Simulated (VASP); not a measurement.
CaF2, 3 atoms in the cell. It takes space group Fm-3m (No. 225, cubic). Conventional cell: a = 5.546 Å, b = 5.546 Å, c = 5.546 Å, α = 90.00°, β = 90.00°, γ = 90.00°. Within 3.2 Å of Ca (site symmetry m-3m) lie 8 F at 2.40 Å. F (site symmetry -43m) has 4 Ca at 2.40 Å and 6 F at 2.77 Å within 3.2 Å. 

```yaml
Program: VASP 6.6.1
Task: single point
Functional: r2SCAN
Potentials_or_basis: VASP PAW PBE potentials, release 64 (Ca_sv, F)
Cutoff: 660 eV
k_mesh: 6 × 6 × 6
Occupations: gaussian, width 0.01 eV
Spin: no spin polarisation
Dipole_correction: no
Further_INCAR_settings: ALGO = Normal; EDIFF = 1e-06; NBANDS = 19
```

Potentials or basis: VASP PAW PBE potentials, release 64 (Ca_sv, F).

Launch:

```sh
$ cat potpaw_PBE.64/Ca_sv/POTCAR potpaw_PBE.64/F/POTCAR > POTCAR
$ cp INCAR.step1 INCAR
$ mpirun -np 1 vasp_std > vasp.out
$ cp INCAR.step2 INCAR
$ mpirun -np 1 vasp_std > vasp.out
```

Hardware: 1 thread of Intel Xeon 8259CL, with other jobs on the host.

Q: Estimate the wall time of this run.

A: Run time: 110 s on 1 thread of Intel Xeon 8259CL, on a shared host, peak memory 0.21 GiB. Counts: k points 16.
